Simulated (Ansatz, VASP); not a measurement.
This is a calculation of BeTe for Ansatz 0.2.0.

File input.yaml:

```yaml
crystal:
  lattice:
    - [0.0, 2.77, 2.77]
    - [2.77, 0.0, 2.77]
    - [2.77, 2.77, 0.0]
  atoms:
    - { symbol: Te, position: [0.75, 0.75, 0.75] }
    - { symbol: Be, position: [0.0, 0.0, 0.0] }
hamiltonian:
  xc: pbe
  pseudopotentials: { kind: paw }
kpoints:
  mp_grid: { grid: [4, 4, 4] }
scf:
  occupations: { method: fermi_dirac, width: 0.05 }
output:
  forces: true
  stress: true
  eigenvalues: true
```

Potentials or basis: Ansatz PAW.

Run with:

```console
$ ansatz run input.yaml --threads 2 --pin off --max-ram 5120MiB --backend cpu --events-out ev --progress --plain --runs-dir out
```

Problem. Set up the same calculation for VASP 6.6.1. Potentials there: VASP PAW PBE potentials, release 64 (Te, Be).

Solution. As run (the cutoff follows the program's own potentials):

File INCAR:

```
SYSTEM = BeTe
ALGO = Normal ; EDIFF = 1E-6
ENCUT = 520 ; GGA = PE
ISIF = 2 ; ISMEAR = -1
LASPH = .TRUE. ; LCHARG = .FALSE.
LREAL = .FALSE. ; LWAVE = .FALSE.
NBANDS = 11 ; NELM = 100
PREC = Accurate ; SIGMA = 0.05
```

KPOINTS

```
k-points
0
G
  4 4 4
  0 0 0
```

Contents of POSCAR:

```
BeTe
1.0
    0.0000000000      2.7700000000      2.7700000000
    2.7700000000      0.0000000000      2.7700000000
    2.7700000000      2.7700000000      0.0000000000
Te Be
1 1
Direct
    0.7500000000      0.7500000000      0.7500000000
    0.0000000000      0.0000000000      0.0000000000
```

Potentials or basis: VASP PAW PBE potentials, release 64 (Te, Be).

Command:

```bash
$ cat potpaw_PBE.64/Te/POTCAR potpaw_PBE.64/Be/POTCAR > POTCAR
$ mpirun -np 1 vasp_std > vasp.out
```

Both were run:

|  | VASP | Ansatz | Ansatz less VASP |
| --- | --- | --- | --- |
| gap on the k mesh at the Fermi level (eV) | 1.84 | 1.85 | +0.017 |
| least direct gap on the mesh (eV) | 3.55 | 3.57 | +0.022 |
| pressure (GPa) | 5.0 | 4.8 | -0.18 |

With one functional, cell and mesh, what is left measures potentials, basis and numerics. VASP's potentials hold 8 valence electrons a cell and Ansatz's 18, so a difference there can come from the potentials and not from the codes.

The k mesh is coarse, so the values compare programs but aren't converged. Spin-orbit coupling is off throughout.
